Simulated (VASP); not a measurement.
# Ta (P6_3/mmc) in VASP: further runs

Runs on Ta. Level: PBE. Tasks: single point, relaxation of cell and atoms.

Everything below comes from runs of VASP 6.6.1. Logs are shortened: lines on timing, memory, paths and dates and some standing lists are left out, and cuts for length are marked.

## Step 1: The cell of the first run

It takes space group P6_3/mmc (No. 194, hexagonal). The conventional cell has a = 2.904 Å, b = 2.904 Å, c = 5.130 Å, α = 90.00°, β = 90.00°, γ = 120.00°. Within 3.8 Å of Ta (site symmetry -6m2) lie 12 Ta at 2.90 to 3.06 Å.

This isn't the form of Ta at room conditions, which is bcc.

## Step 2: Single point, PBE

File INCAR:

```
SYSTEM = Ta
ALGO = Normal
EDIFF = 1E-6
ENCUT = 520
GGA = PE
ISIF = 2
ISMEAR = 0
LASPH = .TRUE.
LCHARG = .FALSE.
LREAL = .FALSE.
LWAVE = .FALSE.
NBANDS = 18
NELM = 100
PREC = Accurate
SIGMA = 0.05
```

File KPOINTS:

```
k-points
0
G
  16 16 10
  0 0 0
```

File POSCAR:

```
Ta
1.0
    2.9035675817      0.0000000000      0.0000000000
   -1.4517837908      2.5145632873      0.0000000000
    0.0000000000      0.0000000000      5.1299334253
Ta
2
Direct
    0.3333333333      0.6666666667      0.7500000000
    0.6666666667      0.3333333333      0.2500000000
```

Potentials or basis: VASP PAW PBE potentials, release 64 (Ta_pv).

Command:

```bash
> cat potpaw_PBE.64/Ta_pv/POTCAR > POTCAR
> mpirun -np 1 vasp_std > vasp.out
```

OUTCAR:

```text
SYSTEM = Ta
   EDIFF = 1E-6
   ENCUT = 520
   GGA = PE
   ISIF = 2
   ISMEAR = 0
   LASPH = .TRUE.
   LREAL = .FALSE.
   NELM = 100
   PREC = Accurate

 ion  position               nearest neighbor table
   1  0.333  0.667  0.750-   2 3.06   2 3.06   2 3.06   2 3.06   2 3.06   2 3.06
   2  0.667  0.333  0.250-   1 3.06   1 3.06   1 3.06   1 3.06   1 3.06   1 3.06

  LATTYP: Found a hexagonal cell.
 ALAT       =     2.9035675817
 C/A-ratio  =     1.7667690801

  Lattice vectors:

 A1 = (   2.9035675817,   0.0000000000,   0.0000000000)
 A2 = (  -1.4517837908,   2.5145632873,   0.0000000000)
 A3 = (   0.0000000000,   0.0000000000,   5.1299334253)

Analysis of symmetry for initial positions (statically):
=====================================================================
 Subroutine PRICEL returns:
 Original cell was already a primitive cell.

 Routine SETGRP: Setting up the symmetry group for a
 hexagonal supercell.

 Subroutine GETGRP returns: Found 24 space group operations
 (whereof 12 operations were pure point group operations)
 out of a pool of 24 trial point group operations.

The static configuration has the point symmetry D_3d.
 The point group associated with its full space group is D_6h.

Analysis of symmetry for dynamics (positions and initial velocities):
=====================================================================
 Subroutine PRICEL returns:
 Original cell was already a primitive cell.

 Routine SETGRP: Setting up the symmetry group for a
 hexagonal supercell.

 Subroutine GETGRP returns: Found 24 space group operations
 (whereof 12 operations were pure point group operations)
 out of a pool of 24 trial point group operations.

The dynamic configuration has the point symmetry D_3d.
 The point group associated with its full space group is D_6h.

 Subroutine INISYM returns: Found 24 space group operations
 (whereof 12 operations are pure point group operations),
 and found     1 'primitive' translations

----------------------------------------------------------------------------------------

                                     Primitive cell

  volume of cell :      37.4547

  direct lattice vectors                    reciprocal lattice vectors
     2.903567582  0.000000000  0.000000000     0.344403900  0.198841685  0.000000000
    -1.451783791  2.514563287  0.000000000     0.000000000  0.397683369  0.000000000
     0.000000000  0.000000000  5.129933425     0.000000000  0.000000000  0.194934304

  length of vectors
     2.903567582  2.903567582  5.129933425     0.397683369  0.397683369  0.194934304

[... 81 lines left out ...]
   LREAL  =      F    real-space projection
   EDIFFG = 0.1E-04   stopping-criterion for IOM
   NSW    =      0    number of steps for IOM
   IBRION =     -1    ionic relax: 0-MD 1-quasi-New 2-CG
   NFREE  =      0    steps in history (QN), initial steepest desc. (CG)
   ISIF   =      2    stress and relaxation
   ISYM   =      2    0-nonsym 1-usesym 2-fastsym
   POTIM  = 0.5000    time-step for ionic-motion
   TEBEG  =    0.0;   TEEND  =   0.0 temperature during run
   PSTRESS=    0.0 pullay stress
   NELECT =      22.0000    total number of electrons
   NUPDOWN=      -1.0000    fix difference up-down
   EMIN   =  10.00;   EMAX   =-10.00  energy-range for DOS
   EFERMI =   0.00;   METHOD = LEGACY
   ISMEAR =     0;   SIGMA  =   0.05  broadening in eV -4-tet -1-fermi 0-gaus
   EFERMI_NEDOS =   21; number of points for ismear=-14 and -15
   IALGO  =     38    algorithm
   IMIX   =      4    mixing-type and parameters
     AMIX     =   0.40;   BMIX     =  1.00
     AMIX_MAG =   1.60;   BMIX_MAG =  1.00
  volume/ion in A,a.u.               =      18.73       126.38
  Fermi-wavevector in a.u.,A,eV,Ry     =   1.371030  2.590871 25.575190  1.879723
  Thomas-Fermi vector in A             =   2.496763
   LORBIT       =      0    0 simple, 1 ext, 2 COOP (PROOUT), +10 PAW based schemes
   GGA     = PE    functional components
   LHFCALC =     F    Hartree Fock is set to
   AEXX    =    0.0000 exact exchange contribution
   IVDW    =     0    specifies the selected vdW correction
   LEPSILON=     F    determine dielectric tensor
   LRPA    =     F    only Hartree local field effects (RPA)
 non-spin polarized calculation
 Gauss-broadening in eV      SIGMA  =   0.05
  energy-cutoff  :      520.00
  volume of cell :       37.45
 maximum number of plane-waves:      1039
 NGX is ok and might be reduce to    24
   NGX = 11   NGY = 11   NGZ = 19

 number of electron      22.0000003 magnetization

 Free energy of the ion-electron system (eV)
  ---------------------------------------------------
  ext. energy  EPLUGINS =         0.00000000
  ---------------------------------------------------
  free energy    TOTEN  =       -23.06618646 eV

  energy without entropy =      -23.06320903  energy(sigma->0) =      -23.06469774

 E-fermi :   5.5868     XC(G=0): -12.4084

 val. band max:        5.5846390368   @ k =   0.2500   0.1875   0.0000
 cond. band min:       5.5945254552   @ k =   0.3750   0.1875   0.0000
 fundamental gap:      0.0098864185
 Fermi energy:         5.5868334192

 k-point     1 :       0.0000    0.0000    0.0000
  band No.  band energies     occupation
      1     -28.9581      2.00000
      2     -28.1167      2.00000
      3     -28.0342      2.00000
      4     -28.0342      2.00000
      5     -27.9472      2.00000
      6     -27.9472      2.00000
[... 481 lines left out ...]
      5     -28.2636      2.00000
      6     -28.2162      2.00000
[... 10 lines left out ...]
     17      11.9700      0.00000
     18      14.3070      0.00000

 [... further k-points ...]

------------------------ aborting loop because EDIFF is reached ----------------------------------------

  FORCE on cell =-STRESS in cart. coord.  units (eV):
  Direction    XX          YY          ZZ          XY          YZ          ZX
  --------------------------------------------------------------------------------------
  -------------------------------------------------------------------------------------
  Total        0.0179136      0.0179136      0.0256416      0.0000000      0.0000000     -0.0000000
  in kB        0.7662803      0.7662803      1.0968547      0.0000000      0.0000000     -0.0000000
  external PRESSURE =       0.8764718 kB  Pullay stress =       0.0000000 kB

 VOLUME and BASIS-vectors are now :
 -----------------------------------------------------------------------------
  energy-cutoff  :      520.00
  volume of cell :       37.45
      direct lattice vectors                 reciprocal lattice vectors
     2.903567582  0.000000000  0.000000000     0.344403900  0.198841685  0.000000000
    -1.451783791  2.514563287  0.000000000     0.000000000  0.397683369  0.000000000
     0.000000000  0.000000000  5.129933425     0.000000000  0.000000000  0.194934304

 POSITION                                       TOTAL-FORCE (eV/Angst)
 -----------------------------------------------------------------------------------
     -0.00000      1.67638      3.84745         0.000000     -0.000000      0.000000
      1.45178      0.83819      1.28248         0.000000      0.000000      0.000000
 -----------------------------------------------------------------------------------
    total drift:                               -0.000000      0.000000     -0.000000

  FREE ENERGIE OF THE ION-ELECTRON SYSTEM (eV)
  ---------------------------------------------------
  free  energy   TOTEN  =       -23.0661864573 eV

  energy  without entropy=      -23.0632090314  energy(sigma->0) =      -23.06469774
```

stdout:

```text
POSCAR found type information on POSCAR Ta
 POSCAR found :  1 types and       2 ions
 scaLAPACK will be used
 LDA part: xc-table for (Slater+PW92), standard interpolation
 POSCAR, INCAR and KPOINTS ok, starting setup
 FFT: planning ... GRIDC
 FFT: planning ... GRID_SOFT
 FFT: planning ... GRID
 WAVECAR not read
 entering main loop
```

It took 46 s on 1 thread of AMD EPYC 9R45 (Zen 5), shared host; peak memory 0.21 GiB.

What came out:

- Free energy: -23.0662 eV
- Pressure: 0.1 GPa
- Band gap on the k mesh: zero (bands 11 and 12 overlap by 2.21 eV)

Caveat: spin-orbit coupling is left out, which moves the levels of the heavy elements.

## Step 3: Relaxation of cell and atoms, PBE

This run uses another cell than the first one, of 18.13 Å³/atom.

File INCAR:

```
ALGO = Normal ; EDIFF = 1E-7
EDIFFG = -0.01 ; ENCUT = 600
GGA = PE ; IBRION = 2
ISIF = 3 ; ISMEAR = 0
LASPH = True ; LCHARG = False
LREAL = False ; LWAVE = False
NELM = 100 ; NSW = 80
PREC = Accurate ; SIGMA = 0.05
```

File KPOINTS:

```
k-points
0
Gamma
  16 16 10
```

File POSCAR:

```
Ta
1.0
    2.9486675574      0.0000000000      0.0000000000
   -1.4743337787      2.5536210121      0.0000000000
    0.0000000000      0.0000000000      4.8161570105
Ta
2
Direct
    0.3333333333      0.6666666667      0.7500000000
    0.6666666667      0.3333333333      0.2500000000
```

Potentials or basis: VASP PAW PBE potentials, release 64 (Ta_pv).

Command:

```bash
> cat potpaw_PBE.64/Ta_pv/POTCAR > POTCAR
> mpirun -np 1 vasp_std > vasp.out
```

OUTCAR:

```text
EDIFF = 1E-7
   EDIFFG = -0.01
   ENCUT = 600
   GGA = PE
   IBRION = 2
   ISIF = 3
   ISMEAR = 0
   LASPH = True
   LREAL = False
   NELM = 100
   NSW = 80
   PREC = Accurate

 ion  position               nearest neighbor table
   1  0.333  0.667  0.750-   2 2.95   2 2.95   2 2.95   2 2.95   2 2.95   2 2.95
   2  0.667  0.333  0.250-   1 2.95   1 2.95   1 2.95   1 2.95   1 2.95   1 2.95

  LATTYP: Found a hexagonal cell.
 ALAT       =     2.9486675574
 C/A-ratio  =     1.6333333334

  Lattice vectors:

 A1 = (   2.9486675574,   0.0000000000,   0.0000000000)
 A2 = (  -1.4743337787,   2.5536210121,   0.0000000000)
 A3 = (   0.0000000000,   0.0000000000,   4.8161570105)

Analysis of symmetry for initial positions (statically):
=====================================================================
 Subroutine PRICEL returns:
[... 452 lines left out ...]
      7      -2.5894      2.00000
      8       0.7098      2.00000
      9       5.1203      2.00000
     10       5.5482      1.65774
     11       6.1846      0.00000
     12       6.1846      0.00000
     13       6.7679      0.00000
     14       6.7679      0.00000
[... 401 lines left out ...]
      2     -28.7532      2.00000
      3     -28.6077      2.00000
      4     -28.3726      2.00000
      5     -28.2699      2.00000
      6     -28.2227      2.00000
      7       1.5249      2.00000
      8       2.8527      2.00000
      9       3.2781      2.00000
     10       3.9577      2.00000
     11       5.3022      2.00000
     12       5.5797      1.04843
     13       6.3808      0.00000
     14       7.9914      0.00000
     15      10.4052      0.00000

 [... further k-points ...]

------------------------ aborting loop because EDIFF is reached ----------------------------------------

  FORCE on cell =-STRESS in cart. coord.  units (eV):
  Direction    XX          YY          ZZ          XY          YZ          ZX
  --------------------------------------------------------------------------------------
  -------------------------------------------------------------------------------------
  Total       -0.0069759     -0.0069759      0.0054086      0.0000000      0.0000000      0.0000000
  in kB       -0.2982228     -0.2982228      0.2312209      0.0000000      0.0000000      0.0000000
  external PRESSURE =      -0.1217416 kB  Pullay stress =       0.0000000 kB
[... 17 lines left out ...]
  FREE ENERGIE OF THE ION-ELECTRON SYSTEM (eV)
  ---------------------------------------------------
  free  energy   TOTEN  =       -23.0663766752 eV

  energy  without entropy=      -23.0634073210  energy(sigma->0) =      -23.06489200

 reached required accuracy - stopping structural energy minimisation
```

OSZICAR:

```text
N       E                     dE             d eps       ncg     rms          rms(c)
DAV:   1     0.172669970117E+03    0.17267E+03   -0.14208E+04  5400   0.169E+03
DAV:   2    -0.201564183604E+02   -0.19283E+03   -0.19126E+03  6653   0.420E+02
DAV:   3    -0.238454908971E+02   -0.36891E+01   -0.36098E+01  7087   0.544E+01
DAV:   4    -0.238777677884E+02   -0.32277E-01   -0.31223E-01  6354   0.502E+00
[... 75 lines left out ...]
DAV:   4    -0.230663783610E+02   -0.60723E-05   -0.39404E-05  6464   0.562E-02    0.288E-02
DAV:   5    -0.230663772587E+02    0.11022E-05   -0.16539E-05  6632   0.385E-02    0.108E-02
DAV:   6    -0.230663768376E+02    0.42117E-06   -0.79685E-07  6492   0.859E-03    0.495E-03
DAV:   7    -0.230663767317E+02    0.10589E-06   -0.17306E-07  3554   0.404E-03    0.494E-04
DAV:   8    -0.230663766752E+02    0.56511E-07   -0.16575E-08  2945   0.106E-03
   8 F= -.23066377E+02 E0= -.23064892E+02  d E =-.192114E-03
```

CONTCAR:

```text
Ta
   1.00000000000000
     2.9042499207820072   -0.0000000000000000    0.0000000000000000
    -1.4521249603910036    2.5151542104092348   -0.0000000000000000
     0.0000000000000000   -0.0000000000000000    5.1306116451608910
  Ta
     2
Direct
     0.3333333332999970    0.6666666667000030    0.7500000000000000
     0.6666666667000030    0.3333333332999970    0.2500000000000000

  0.00000000E+00  0.00000000E+00  0.00000000E+00
  0.00000000E+00  0.00000000E+00  0.00000000E+00
```

Wall time 4.3 min (1 thread of AMD EPYC 9R45 (Zen 5), shared host); peak memory 0.22 GiB.

What came out:

| Property | Result |
| --- | --- |
| Free energy | -23.0664 eV |
| Relaxed volume | 18.74 Å³/atom |
| Relaxed cell | a = 2.904 Å, b = 2.904 Å, c = 5.131 Å, α = 90.00°, β = 90.00°, γ = 120.00° |
| Space group after relaxing (to 0.1 Å) | P6_3/mmc (No. 194) |
| Energy gained by relaxing | 52.6 meV/atom |
| Ionic steps | 8 |
| Pressure after relaxing | 0.0 GPa |
| Band gap on the k mesh | zero (bands 11 and 12 overlap by 2.21 eV) |

The path:
| step | energy change (eV) | largest force (eV/Å) | pressure (GPa) | volume (Å³) |
| --- | --- | --- | --- | --- |
| 1 | 0.0000 | 0.0000 | 6.56 | 36.26 |
| 2 | 0.0075 | 0.0000 | -11.91 | 40.24 |
| 3 | -0.0661 | 0.0000 | -3.47 | 38.14 |
| 4 | -0.1009 | 0.0000 | 0.67 | 37.39 |
| 5 | -0.1049 | 0.0000 | -0.44 | 37.57 |
| 6 | -0.1049 | 0.0000 | -0.52 | 37.58 |
| 7 | -0.1047 | 0.0000 | 0.71 | 37.33 |
| 8 | -0.1051 | 0.0000 | -0.01 | 37.48 |

Final structure:
```
Ta
1.0
     2.90425    0.00000    0.00000
    -1.45212    2.51515    0.00000
     0.00000    0.00000    5.13061
Ta
2
Direct
  0.33333 0.66667 0.75000
  0.66667 0.33333 0.25000
```

Levels at points of the mesh, in eV from the Fermi level:
```csv
k point,band 7,band 8,band 9,band 10,band 11,band 12,band 13,band 14,band 15
"(0.00, 0.00, 0.00)",-8.17,-4.87,-0.46,-0.03,0.60,0.60,1.19,1.19,2.93
"(0.50, 0.00, 0.00)",-4.03,-3.82,-3.31,-0.48,-0.30,0.56,0.82,5.60,6.39
"(0.00, 0.00, 0.50)",-6.32,-6.32,-1.11,-1.11,0.65,0.65,0.65,0.65,4.42
"(0.50, 0.00, 0.50)",-4.31,-4.31,-2.25,-2.25,1.49,1.49,2.59,2.59,5.59
```

Caveat: spin-orbit coupling is left out, which moves the levels of the heavy elements.
